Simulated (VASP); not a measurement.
# Ca (Immm) in VASP: notebook, part 2 of 2

VASP 6.6.1. Earlier steps stand in the parts before.

### Step 4. Single point, PBEsol (strain -0.0750 x Voigt [1, -1, 0, 0, 0, 0])

File INCAR:

```
SYSTEM = Ca
ALGO = Fast ; EDIFF = 1E-7
ENCUT = 520 ; GGA = PS
ISIF = 2 ; ISMEAR = 0
LASPH = .TRUE. ; LCHARG = .FALSE.
LREAL = .FALSE. ; LWAVE = .FALSE.
NBANDS = 11 ; NELM = 60
PREC = Accurate ; SIGMA = 0.15
```

File KPOINTS:

```
k-points
0
G
  16 16 16
  0 0 0
```

File POSCAR:

```
Ca
1.0
   -2.0720000000      2.4080000000      2.2400000000
    2.0720000000     -2.4080000000      2.2400000000
    2.0720000000      2.4080000000     -2.2400000000
Ca
1
Direct
    0.0000000000      0.0000000000      0.0000000000
```

Started as:

```console
$ cat potpaw_PBE.64/Ca_sv/POTCAR > POTCAR
$ mpirun -np 1 vasp_std > vasp.out
```

Run time: 9.4 min. Hardware: 1 thread of Intel Xeon 8259CL, shared host; peak memory 0.41 GiB.

Results (log left out):

* Free energy: -2.1062 eV
* Pressure: -1.5 GPa
* Band gap on the k mesh: zero (band 5 reaches 1.99 eV, above the bottom of band 6 at 1.43 eV)

Stress tensor (GPa, compression positive):
```
-1.22  0.00  0.00
 0.00 -1.44  0.00
 0.00  0.00 -1.79
```

Levels at points of the mesh, in eV from the Fermi level:
| k point | band 1 | band 2 | band 3 | band 4 | band 5 | band 6 | band 7 | band 8 | band 9 | band 10 |
| --- | --- | --- | --- | --- | --- | --- | --- | --- | --- | --- |
| (0.00, 0.00, 0.00) | -42.02 | -23.02 | -23.01 | -23.01 | -3.96 | 1.91 | 2.30 | 2.55 | 2.81 | 3.48 |
| (0.50, 0.00, 0.00) | -42.01 | -23.13 | -23.05 | -23.01 | -1.06 | -0.27 | 1.76 | 2.67 | 3.36 | 4.10 |
| (0.00, 0.50, 0.00) | -42.01 | -23.13 | -23.05 | -23.03 | -0.71 | 0.20 | 0.96 | 3.34 | 3.75 | 4.18 |
| (0.50, 0.50, 0.00) | -42.01 | -23.13 | -23.05 | -23.02 | -0.85 | -0.02 | 1.32 | 2.91 | 3.71 | 4.11 |
| (0.50, 0.50, 0.50) | -42.00 | -23.11 | -23.09 | -23.09 | -0.03 | 0.23 | 2.61 | 3.66 | 3.89 | 3.96 |

Caveat: the cell differs from its parent crystal (strain -0.0750 x Voigt [1, -1, 0, 0, 0, 0]); the PAW data sets were made with another functional, which shifts forces and pressure a little.

### Step 5. Single point, PBEsol (strain +0.0562 x Voigt [1, -1, 0, 0, 0, 0])

File INCAR:

```
SYSTEM = Ca
ALGO = Fast
EDIFF = 1E-7
ENCUT = 520
GGA = PS
ISIF = 2
ISMEAR = 0
LASPH = .TRUE.
LCHARG = .FALSE.
LREAL = .FALSE.
LWAVE = .FALSE.
NBANDS = 11
NELM = 100
PREC = Accurate
SIGMA = 0.15
```

KPOINTS is that of step 4.

File POSCAR:

```
Ca
1.0
   -2.3658880000      2.1141120000      2.2400000000
    2.3658880000     -2.1141120000      2.2400000000
    2.3658880000      2.1141120000     -2.2400000000
Ca
1
Direct
    0.0000000000      0.0000000000      0.0000000000
```

Started as:

```console
$ cat potpaw_PBE.64/Ca_sv/POTCAR > POTCAR
$ mpirun -np 1 vasp_std > vasp.out
```

Wall time 13 min (1 thread of Intel Xeon 8259CL, shared host); peak memory 0.41 GiB.

It converged, with:

| Quantity | Value |
| --- | --- |
| Free energy | -2.1059 eV |
| Pressure | -1.5 GPa |
| Band gap on the k mesh | zero (band 5 reaches 1.99 eV, above the bottom of band 6 at 1.47 eV) |

Stress tensor (GPa, compression positive):
```
-1.45  0.00  0.00
 0.00 -1.41  0.00
 0.00  0.00 -1.69
```

Levels at points of the mesh, in eV from the Fermi level:
| k point | band 2 | band 3 | band 4 | band 5 | band 6 | band 7 | band 8 | band 9 |
| --- | --- | --- | --- | --- | --- | --- | --- | --- |
| (0.00, 0.00, 0.00) | -23.03 | -23.03 | -23.02 | -3.96 | 1.97 | 2.25 | 2.45 | 2.91 |
| (0.50, 0.00, 0.00) | -23.14 | -23.06 | -23.03 | -0.76 | 0.12 | 1.03 | 3.29 | 3.64 |
| (0.00, 0.50, 0.00) | -23.14 | -23.06 | -23.02 | -1.01 | -0.23 | 1.63 | 2.77 | 3.37 |
| (0.50, 0.50, 0.00) | -23.14 | -23.06 | -23.03 | -0.86 | -0.04 | 1.31 | 2.96 | 3.61 |
| (0.50, 0.50, 0.50) | -23.12 | -23.11 | -23.10 | 0.01 | 0.20 | 2.85 | 3.66 | 3.89 |

Caveat: the cell differs from its parent crystal (strain +0.0562 x Voigt [1, -1, 0, 0, 0, 0]); the PAW data sets were made with another functional, which shifts forces and pressure a little.

### Step 6. Single point, PBEsol (strain +0.0375 x Voigt [1, -1, 0, 0, 0, 0])

File INCAR:

```
SYSTEM = Ca
ALGO = Fast
EDIFF = 1E-7
ENCUT = 520
GGA = PS
ISIF = 2
ISMEAR = 0
LASPH = .True.
LCHARG = .True.
LELF = .True.
LREAL = .False.
LVHAR = .True.
LWAVE = .False.
NBANDS = 11
NELM = 100
PREC = Accurate
SIGMA = 0.15
```

File KPOINTS:

```
k-points
0
Gamma
  16 16 16
  0 0 0
```

File POSCAR:

```
Ca
1.0
   -2.3240000000      2.1560000000      2.2400000000
    2.3240000000     -2.1560000000      2.2400000000
    2.3240000000      2.1560000000     -2.2400000000
Ca
1
Direct
    0.0000000000      0.0000000000      0.0000000000
```

Potentials or basis: VASP PAW PBE potentials, release 64 (Ca_sv).

Started as:

```console
$ cat potpaw_PBE.64/Ca_sv/POTCAR > POTCAR
$ mpirun -np 1 vasp_std > vasp.out
```

Run time: 4.4 min. Hardware: 1 thread of Intel Xeon Platinum 8488C (Sapphire Rapids), shared host; peak memory 0.41 GiB.

The run converged. Its results:

```
Free energy            : -2.1052 eV
Pressure               : -1.5 GPa
Band gap on the k mesh : zero (band 5 reaches 2.00 eV, above the bottom of band 6 at 1.52 eV)
```

Stress tensor (GPa, compression positive):
```
-1.48  0.00  0.00
 0.00 -1.52  0.00
 0.00  0.00 -1.61
```

Levels at points of the mesh, in eV from the Fermi level:
| k point | band 1 | band 2 | band 3 | band 4 | band 5 | band 6 | band 7 | band 8 | band 9 | band 10 |
| --- | --- | --- | --- | --- | --- | --- | --- | --- | --- | --- |
| (0.00, 0.00, 0.00) | -42.04 | -23.04 | -23.03 | -23.03 | -3.96 | 2.04 | 2.21 | 2.36 | 3.01 | 3.35 |
| (0.50, 0.00, 0.00) | -42.03 | -23.15 | -23.07 | -23.04 | -0.80 | 0.05 | 1.11 | 3.23 | 3.55 | 4.16 |
| (0.00, 0.50, 0.00) | -42.03 | -23.15 | -23.07 | -23.03 | -0.97 | -0.18 | 1.51 | 2.88 | 3.38 | 4.11 |
| (0.50, 0.50, 0.00) | -42.03 | -23.15 | -23.07 | -23.04 | -0.88 | -0.06 | 1.30 | 3.01 | 3.52 | 4.13 |
| (0.50, 0.50, 0.50) | -42.02 | -23.12 | -23.12 | -23.11 | 0.04 | 0.17 | 3.10 | 3.66 | 3.90 | 3.97 |

Caveat: the cell differs from its parent crystal (strain +0.0375 x Voigt [1, -1, 0, 0, 0, 0]); the PAW data sets were made with another functional, which shifts forces and pressure a little.

### Step 7. Overview

| cell | further INCAR settings | gap on the mesh (eV) | pressure (GPa) |
| --- | --- | --- | --- |
| a = 3.896 Å, angles 100.5, 118.6, 109.8°, 1 atom | ALGO = Fast; EDIFF = 1e-07; NBANDS = 11 | none | -1.4 |
| a = 3.891 Å, angles 102.0, 117.1, 109.7°, 1 atom | ALGO = Fast; EDIFF = 1e-06; NBANDS = 11 | none | -1.4 |
| a = 3.887 Å, angles 115.6, 103.4, 109.6°, 1 atom | ALGO = Fast; EDIFF = 1e-07; NBANDS = 11 | none | -1.5 |
| a = 3.884 Å, angles 104.9, 114.0, 109.6°, 1 atom | ALGO = Fast; EDIFF = 1e-07; NBANDS = 11 | none | -1.5 |
| a = 3.882 Å, angles 106.4, 112.5, 109.5°, 1 atom | ALGO = Fast; EDIFF = 1e-07; NBANDS = 11 | none | -1.5 |

Alike in all rows: task single point; level PBEsol; potentials or basis VASP PAW PBE potentials, release 64 (Ca_sv); no spin polarisation; k mesh 16 × 16 × 16; cutoff (eV) 520; smearing gaussian 0.15 eV.

Caveats: the PAW data sets were made with another functional, which shifts forces and pressure a little.

Total energies depend on the potentials used, so only differences within one code and one set of settings carry meaning.
